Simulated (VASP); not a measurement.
Set up this calculation in VASP 6.6.1, as the native input.

- Task: single point
- Functional: PBE0
- Potentials or basis: VASP PAW PBE potentials, release 64 (Si)
- Cutoff: 520 eV
- k mesh: 6 × 6 × 6
- Occupations: fermi-dirac, width 0.05 eV
- Spin: no spin polarisation
- Dipole correction: no
- Grid for exact exchange (PRECFOCK): Normal
- Further INCAR settings: ALGO = Normal; EDIFF = 1e-06; NBANDS = 11
- Share of exact exchange: 0.25

The system is Si.

```
CELL_PARAMETERS angstrom
-2.38708 2.38708 1.33807
2.38708 -2.38708 1.33807
2.38708 2.38708 -1.33807
ATOMIC_POSITIONS crystal
Si 0.50000 0.50000 0.00000
Si 0.25000 0.75000 0.50000
```

One way to write it, as run:

POSCAR

```
Si
1.0
   -2.3870772145      2.3870772145      1.3380687285
    2.3870772145     -2.3870772145      1.3380687285
    2.3870772145      2.3870772145     -1.3380687285
Si
2
Direct
    0.5000000000      0.5000000000      0.0000000000
    0.2500000000      0.7500000000      0.5000000000
```

INCAR.step1

```
ALGO = Normal ; EDIFF = 1E-5
ENCUT = 520 ; GGA = PE
ISIF = 2 ; ISMEAR = -1
LASPH = True ; LCHARG = False
LREAL = False ; LWAVE = True
NBANDS = 11 ; NELM = 100
PREC = Accurate ; SIGMA = 0.05
```

INCAR.step2

```
AEXX = 0.25 ; ALGO = Normal
EDIFF = 1E-6 ; ENCUT = 520
GGA = PE ; ISIF = 2
ISMEAR = -1 ; ISTART = 1
LASPH = True ; LCHARG = False
LHFCALC = True ; LREAL = False
LWAVE = False ; NBANDS = 11
NELM = 100 ; PREC = Accurate
PRECFOCK = Normal ; SIGMA = 0.05
```

KPOINTS

```
k-points
0
Gamma
  6 6 6
```

Potentials or basis: VASP PAW PBE potentials, release 64 (Si).

Run with:

```bash
$ cat potpaw_PBE.64/Si/POTCAR > POTCAR
$ cp INCAR.step1 INCAR
$ mpirun -np 1 vasp_std > vasp.out
$ cp INCAR.step2 INCAR
$ mpirun -np 1 vasp_std > vasp.out
```

Results of the run:

* Pressure: -2.2 GPa
* Band gap on the k mesh: zero (bands 4 and 5 overlap by 8.36 eV)

Caveat: the k points lie up to 0.45 Å⁻¹ apart, too coarse for converged energies and pressures of a metal; the PAW data sets were made with another functional, which shifts forces and pressure a little.

It took 38 min on 1 thread of Intel Xeon 8259CL (shared host), peak memory 0.17 GiB.
